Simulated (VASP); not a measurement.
Wanted: the native input for a VASP 6.6.1 run.

```yaml
Task: single point
Functional: r2SCAN
Potentials_or_basis: VASP PAW PBE potentials, release 64 (Ti_sv)
Cutoff: 520 eV
k_mesh: 9 × 9 × 13
Occupations: fermi-dirac, width 0.1 eV
Spin: no spin polarisation
Dipole_correction: no
Further_INCAR_settings: ALGO = Normal; EDIFF = 1e-06; NBANDS = 25
```

Ti:

```
Ti
1.0
     4.50626    0.00000    0.00000
    -2.25313    3.90253    0.00000
     0.00000    0.00000    2.78766
Ti
3
Direct
  0.00000 0.00000 0.00000
  0.33333 0.66667 0.50000
  0.66667 0.33333 0.50000
```

This isn't the form of Ti at room conditions, which is hcp.

These files were run (other wordings do the same):

POSCAR

```
Ti
1.0
    4.5062551522      0.0000000000      0.0000000000
   -2.2531275761      3.9025314377      0.0000000000
    0.0000000000      0.0000000000      2.7876562569
Ti
3
Direct
    1.0000000000      1.0000000000      0.0000000000
    0.3333333333      0.6666666667      0.5000000000
    0.6666666667      0.3333333333      0.5000000000
```

INCAR.step1

```
SYSTEM = Ti
PREC = Accurate
ENCUT = 520
ISMEAR = -1
SIGMA = 0.1
LREAL = .False.
LASPH = .True.
NELM = 60
NBANDS = 25
GGA = PE
ALGO = Normal
EDIFF = 1E-4
LWAVE = .True.
LCHARG = .False.
```

INCAR.step2

```
SYSTEM = Ti
PREC = Accurate
ENCUT = 520
EDIFF = 1E-6
ISMEAR = -1
SIGMA = 0.1
LREAL = .False.
LASPH = .True.
NELM = 60
ALGO = Normal
ISIF = 2
LWAVE = .False.
LCHARG = .False.
METAGGA = R2SCAN
LMIXTAU = .True.
NBANDS = 25
ISTART = 1
```

KPOINTS

```
Automatic mesh
0
Gamma
  9 9 13
  0 0 0
```

Potentials or basis: VASP PAW PBE potentials, release 64 (Ti_sv).

Run with:

```sh
$ cat potpaw_PBE.64/Ti_sv/POTCAR > POTCAR
$ cp INCAR.step1 INCAR
$ mpirun -np 1 vasp_std > vasp.out
$ cp INCAR.step2 INCAR
$ mpirun -np 1 vasp_std > vasp.out
```

It gave:

```yaml
Pressure: 5.6 GPa
Band_gap_on_the_k_mesh: zero (bands 18 and 19 overlap by 0.25 eV)
```

Caveat: the cell stands under pressure; the PAW data sets were made with another functional, which shifts forces and pressure a little.

It took 5.8 min on 1 thread of AMD EPYC 9R45 96-Core Processor (Zen 5) (shared host), peak memory 0.2 GiB.
